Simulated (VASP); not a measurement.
# LiCl (Fm-3m) in VASP: notebook

The runs below take LiCl through single point, relaxation of cell and atoms, with LDA.

All numbers are computed with VASP 6.6.1; they aren't measurements. Logs are shortened: lines on timing, memory, paths and dates and some standing lists are left out, and cuts for length are marked.

### Step 1. The cell of the first run

It takes space group Fm-3m (No. 225, cubic). Conventional cell: a = 5.084 Å, b = 5.084 Å, c = 5.084 Å, α = 90.00°, β = 90.00°, γ = 90.00°. Li (site symmetry m-3m) has 6 Cl at 2.54 Å within 3.4 Å. Within 3.4 Å of Cl (site symmetry m-3m) lie 6 Li at 2.54 Å.

### Step 2. Single point, LDA

File INCAR:

```
ALGO = Normal ; EDIFF = 1E-7
ENCUT = 520 ; ISIF = 2
ISMEAR = 0 ; LASPH = T
LCHARG = F ; LREAL = F
LWAVE = F ; NBANDS = 12
NELM = 60 ; PREC = Accurate
SIGMA = 0.1
```

File KPOINTS:

```
k-points
0
Gamma
  6 6 6
```

File POSCAR:

```
LiCl
1.0
    0.0000000000      2.5421223400      2.5421223400
    2.5421223400      0.0000000000      2.5421223400
    2.5421223400      2.5421223400      0.0000000000
Li Cl
1 1
Direct
    0.0000000000      0.0000000000      0.0000000000
    0.5000000000      0.5000000000      0.5000000000
```

Potentials or basis: VASP PAW LDA potentials, release 64 (Li_sv, Cl).

On the command line:

```console
$ cat potpaw_LDA.64/Li_sv/POTCAR potpaw_LDA.64/Cl/POTCAR > POTCAR
$ mpirun -np 1 vasp_std > vasp.out
```

OUTCAR:

```text
EDIFF = 1E-7
   ENCUT = 520
   ISIF = 2
   ISMEAR = 0
   LASPH = T
   LREAL = F
   NELM = 60
   PREC = Accurate

 ion  position               nearest neighbor table
   1  0.000  0.000  0.000-   2 2.54   2 2.54   2 2.54   2 2.54   2 2.54   2 2.54
   2  0.500  0.500  0.500-   1 2.54   1 2.54   1 2.54   1 2.54   1 2.54   1 2.54

  LATTYP: Found a face centered cubic cell.
 ALAT       =     5.0842446800

  Lattice vectors:

 A1 = (   0.0000000000,   2.5421223400,   2.5421223400)
 A2 = (   2.5421223400,   0.0000000000,   2.5421223400)
 A3 = (   2.5421223400,   2.5421223400,   0.0000000000)

Analysis of symmetry for initial positions (statically):
=====================================================================
 Subroutine PRICEL returns:
 Original cell was already a primitive cell.

 Routine SETGRP: Setting up the symmetry group for a
 face centered cubic supercell.

 Subroutine GETGRP returns: Found 48 space group operations
 (whereof 48 operations were pure point group operations)
 out of a pool of 48 trial point group operations.

The static configuration has the point symmetry O_h .

Analysis of symmetry for dynamics (positions and initial velocities):
=====================================================================
 Subroutine PRICEL returns:
 Original cell was already a primitive cell.

 Routine SETGRP: Setting up the symmetry group for a
 face centered cubic supercell.

 Subroutine GETGRP returns: Found 48 space group operations
 (whereof 48 operations were pure point group operations)
 out of a pool of 48 trial point group operations.

The dynamic configuration has the point symmetry O_h .

 Subroutine INISYM returns: Found 48 space group operations
 (whereof 48 operations are pure point group operations),
 and found     1 'primitive' translations

----------------------------------------------------------------------------------------

                                     Primitive cell

  volume of cell :      32.8564

  direct lattice vectors                    reciprocal lattice vectors
     0.000000000  2.542122340  2.542122340    -0.196686049  0.196686049  0.196686049
     2.542122340  0.000000000  2.542122340     0.196686049 -0.196686049  0.196686049
     2.542122340  2.542122340  0.000000000     0.196686049  0.196686049 -0.196686049

  length of vectors
     3.595103890  3.595103890  3.595103890     0.340670231  0.340670231  0.340670231

  position of ions in fractional coordinates (direct lattice)
     0.000000000  0.000000000  0.000000000
     0.500000000  0.500000000  0.500000000
[... 78 lines left out ...]
   PSTRESS=    0.0 pullay stress
   NELECT =      10.0000    total number of electrons
   NUPDOWN=      -1.0000    fix difference up-down
   EMIN   =  10.00;   EMAX   =-10.00  energy-range for DOS
   EFERMI =   0.00;   METHOD = LEGACY
   ISMEAR =     0;   SIGMA  =   0.10  broadening in eV -4-tet -1-fermi 0-gaus
   EFERMI_NEDOS =   21; number of points for ismear=-14 and -15
   IALGO  =     38    algorithm
   IMIX   =      4    mixing-type and parameters
     AMIX     =   0.40;   BMIX     =  1.00
     AMIX_MAG =   1.60;   BMIX_MAG =  1.00
  volume/ion in A,a.u.               =      16.43       110.86
  Fermi-wavevector in a.u.,A,eV,Ry     =   1.101206  2.080977 16.499154  1.212654
  Thomas-Fermi vector in A             =   2.237629
   LORBIT       =      0    0 simple, 1 ext, 2 COOP (PROOUT), +10 PAW based schemes
   GGA     = CA    functional components
   LHFCALC =     F    Hartree Fock is set to
   AEXX    =    0.0000 exact exchange contribution
   IVDW    =     0    specifies the selected vdW correction
   LEPSILON=     F    determine dielectric tensor
   LRPA    =     F    only Hartree local field effects (RPA)
 non-spin polarized calculation
 Gauss-broadening in eV      SIGMA  =   0.10
  energy-cutoff  :      520.00
  volume of cell :       32.86
 maximum number of plane-waves:       899
   NGX = 13   NGY = 13   NGZ = 13

 number of electron      10.0000000 magnetization

 number of electron       9.9999999 magnetization

 Free energy of the ion-electron system (eV)
  ---------------------------------------------------
  ext. energy  EPLUGINS =         0.00000000
  ---------------------------------------------------
  free energy    TOTEN  =        -8.07760812 eV

  energy without entropy =       -8.07760812  energy(sigma->0) =       -8.07760812

 E-fermi :   1.2627     XC(G=0):  -9.2781

 val. band max:        0.6593546122   @ k =   0.0000   0.0000   0.0000
 cond. band min:       6.8201787488   @ k =   0.0000   0.0000   0.0000
 fundamental gap:      6.1608241366
 Fermi energy:         1.2627395829

 k-point     1 :       0.0000    0.0000    0.0000
  band No.  band energies     occupation
      1     -41.7715      2.00000
      2     -12.7626      2.00000
      3       0.6594      2.00000
      4       0.6594      2.00000
      5       0.6594      2.00000
      6       6.8202      0.00000
      7      12.4191      0.00000
      8      12.4191      0.00000
      9      12.4191      0.00000
     10      14.9217      0.00000
     11      14.9217      0.00000
     12      14.9217      0.00000
[... 211 lines left out ...]
 k-point    16 :      -0.3333    0.5000    0.1667
  band No.  band energies     occupation
      1     -41.7666      2.00000
      2     -11.8698      2.00000
      3      -2.0745      2.00000
      4      -1.1351      2.00000
      5      -0.4905      2.00000
      6       9.2190      0.00000
      7       9.8197      0.00000
      8      11.8104      0.00000
      9      11.9522      0.00000
     10      15.4085      0.00000
     11      17.8191      0.00000
     12      19.4742      0.00000

------------------------ aborting loop because EDIFF is reached ----------------------------------------

  FORCE on cell =-STRESS in cart. coord.  units (eV):
  Direction    XX          YY          ZZ          XY          YZ          ZX
  --------------------------------------------------------------------------------------
  -------------------------------------------------------------------------------------
  Total       -0.5267523     -0.5267523     -0.5267523      0.0000000      0.0000000      0.0000000
  in kB      -25.6860726    -25.6860726    -25.6860726      0.0000000      0.0000000      0.0000000
  external PRESSURE =     -25.6860726 kB  Pullay stress =       0.0000000 kB

 VOLUME and BASIS-vectors are now :
 -----------------------------------------------------------------------------
  energy-cutoff  :      520.00
  volume of cell :       32.86
      direct lattice vectors                 reciprocal lattice vectors
     0.000000000  2.542122340  2.542122340    -0.196686049  0.196686049  0.196686049
     2.542122340  0.000000000  2.542122340     0.196686049 -0.196686049  0.196686049
     2.542122340  2.542122340  0.000000000     0.196686049  0.196686049 -0.196686049

 POSITION                                       TOTAL-FORCE (eV/Angst)
 -----------------------------------------------------------------------------------
      0.00000      0.00000      0.00000         0.000000     -0.000000     -0.000000
      2.54212      2.54212      2.54212        -0.000000      0.000000      0.000000
 -----------------------------------------------------------------------------------
    total drift:                                0.000000      0.000000      0.000000

  FREE ENERGIE OF THE ION-ELECTRON SYSTEM (eV)
  ---------------------------------------------------
  free  energy   TOTEN  =        -8.0776081226 eV

  energy  without entropy=       -8.0776081226  energy(sigma->0) =       -8.07760812
```

stdout:

```text
POSCAR found type information on POSCAR LiCl
 POSCAR found :  2 types and       2 ions
 scaLAPACK will be used
 LDA part: xc-table for (Slater(with rela. corr.)+CA(PZ))
 , standard interpolation
 POSCAR, INCAR and KPOINTS ok, starting setup
 FFT: planning ... GRIDC
 FFT: planning ... GRID_SOFT
 FFT: planning ... GRID
 WAVECAR not read
 entering main loop
```

It took 12 s on 1 thread of Intel Xeon 8259CL, shared host; peak memory 0.13 GiB.

What came out:

```
Free energy            : -8.0776 eV
Band gap on the k mesh : 6.16 eV
```

Levels at points of the mesh, in eV from the valence-band top:
| k point | band 3 | band 4 | band 5 | band 6 | band 7 | band 8 |
| --- | --- | --- | --- | --- | --- | --- |
| (0.00, 0.00, 0.00) | 0.00 | 0.00 | 0.00 | 6.16 | 11.76 | 11.76 |
| (0.50, 0.00, 0.00) | -3.01 | -0.27 | -0.27 | 6.44 | 9.22 | 9.22 |
| (0.50, 0.50, 0.00) | -3.12 | -1.19 | -1.19 | 7.70 | 7.96 | 12.32 |

Caveat: the cutoff is under 1.25 times the usual one of these potentials, so pressure, stress and relaxed cells hold a basis-set (Pulay) error. A k mesh can miss the band edges.

### Step 3. Single point, LDA

This run uses another cell than the first one, of 15.29 Å³/atom.

File INCAR:

```
SYSTEM = LiCl
ALGO = Normal
EDIFF = 1E-6
ENCUT = 520
ISIF = 2
ISMEAR = 0
LASPH = .True.
LCHARG = .False.
LREAL = .False.
LWAVE = .False.
NBANDS = 12
NELM = 100
PREC = Accurate
SIGMA = 0.02
```

File KPOINTS:

```
k-points
0
Gamma
  8 8 8
  0 0 0
```

File POSCAR:

```
LiCl
1.0
    0.0000000000      2.4821110348      2.4821110348
    2.4821110348      0.0000000000      2.4821110348
    2.4821110348      2.4821110348      0.0000000000
Li Cl
1 1
Direct
    0.0000000000      0.0000000000      0.0000000000
    0.5000000000      0.5000000000      0.5000000000
```

Potentials or basis: VASP PAW LDA potentials, release 64 (Li_sv, Cl).

On the command line:

```console
$ cat potpaw_LDA.64/Li_sv/POTCAR potpaw_LDA.64/Cl/POTCAR > POTCAR
$ mpirun -np 1 vasp_std > vasp.out
```

Run time: 12 s. Hardware: 1 thread of Intel Xeon 8259CL, shared host; peak memory 0.13 GiB.

The run converged. Its results:

| Property | Result |
| --- | --- |
| Free energy | -8.0963 eV |
| Band gap on the k mesh | 6.51 eV (least direct gap 6.62 eV) |

Levels at points of the mesh, in eV from the valence-band top:
```tsv
k point	band 3	band 4	band 5	band 6	band 7	band 8
(0.00, 0.00, 0.00)	0.00	0.00	0.00	6.62	11.81	11.81
(0.50, 0.00, 0.00)	-3.32	-0.30	-0.30	6.51	9.24	9.24
(0.50, 0.50, 0.00)	-3.48	-1.34	-1.34	7.84	7.86	12.96
```

Caveat: the cutoff is under 1.25 times the usual one of these potentials, so pressure, stress and relaxed cells hold a basis-set (Pulay) error.

### Step 4. Relaxation of cell and atoms, LDA

File INCAR:

```
SYSTEM = LiCl
PREC = Accurate
ENCUT = 600
EDIFF = 1E-6
ISMEAR = 0
SIGMA = 0.02
LREAL = .False.
LASPH = .True.
NELM = 60
ALGO = Normal
ISIF = 3
LWAVE = .False.
LCHARG = .False.
IBRION = 2
NSW = 100
EDIFFG = -0.002
```

File KPOINTS:

```
Automatic mesh
0
Gamma
  8 8 8
  0 0 0
```

File POSCAR:

```
LiCl
1.0
    0.0000000000      2.5421223400      2.5421223400
    2.5421223400      0.0000000000      2.5421223400
    2.5421223400      2.5421223400      0.0000000000
Li Cl
1 1
Direct
    0.0000000000      0.0000000000      0.0000000000
    0.5000000000      0.5000000000      0.5000000000
```

On the command line:

```console
$ cat potpaw_LDA.64/Li_sv/POTCAR potpaw_LDA.64/Cl/POTCAR > POTCAR
$ mpirun -np 1 vasp_std > vasp.out
```

It took 36 s on 1 thread of Intel Xeon 8259CL, shared host; peak memory 0.15 GiB.

It converged, with:

```
Free energy                           : -8.0974 eV
Relaxed volume                        : 15.26 Å³/atom
Relaxed cell                          : a = 3.508 Å, b = 3.508 Å, c = 3.508 Å, α = 60.00°, β = 60.00°, γ = 60.00°
Space group after relaxing (to 0.1 Å) : Fm-3m (No. 225)
Energy gained by relaxing             : 10.0 meV/atom
Ionic steps                           : 4
Pressure after relaxing               : 0.0 GPa
Band gap on the k mesh                : 6.52 eV (least direct gap 6.63 eV)
```

The path:
```csv
step,energy change (eV),largest force (eV/Å),pressure (GPa),volume (Å³)
1,0.0000,0.0000,-2.56,32.86
2,-0.0152,0.0000,-1.34,31.62
3,-0.0200,0.0000,-0.13,30.63
4,-0.0200,0.0000,-0.01,30.53
```

Final structure:
```
Li Cl
1.0
     0.00000    2.48058    2.48058
     2.48058    0.00000    2.48058
     2.48058    2.48058    0.00000
Li Cl
1 1
Direct
  0.00000 0.00000 0.00000
  0.50000 0.50000 0.50000
```

Levels at points of the mesh, in eV from the valence-band top:
```tsv
k point	band 1	band 2	band 3	band 4	band 5	band 6	band 7	band 8	band 9
(0.00, 0.00, 0.00)	-42.34	-13.71	0.00	0.00	0.00	6.63	11.81	11.81	11.81
(0.50, 0.00, 0.00)	-42.33	-12.98	-3.33	-0.31	-0.31	6.52	9.24	9.24	13.73
(0.50, 0.50, 0.00)	-42.33	-12.64	-3.49	-1.34	-1.34	7.84	7.86	12.98	14.50
```

Caveat: the cutoff is under 1.25 times the usual one of these potentials, so pressure, stress and relaxed cells hold a basis-set (Pulay) error. A k mesh can miss the band edges.

### Step 5. Summary

| task | cell | k mesh | cutoff (eV) | smearing | gap on the mesh (eV) |
| --- | --- | --- | --- | --- | --- |
| single point | a = 3.595 Å, angles 60.0°, 2 atoms | 6 × 6 × 6 | 520 | gaussian 0.1 eV | 6.16 |
| single point | a = 3.510 Å, angles 60.0°, 2 atoms | 8 × 8 × 8 | 520 | gaussian 0.02 eV | 6.51 |
| relaxation of cell and atoms | relaxed from a = 3.595 Å, angles 60.0°, 2 atoms | 8 × 8 × 8 | 600 | gaussian 0.02 eV | 6.52 |

Alike in all rows: level LDA; potentials or basis VASP PAW LDA potentials, release 64 (Li_sv, Cl); no spin polarisation.

Caveats: the cutoff is under 1.25 times the usual one of these potentials, so pressure, stress and relaxed cells hold a basis-set (Pulay) error.

Absolute energies hang on the potentials; compare differences alone.
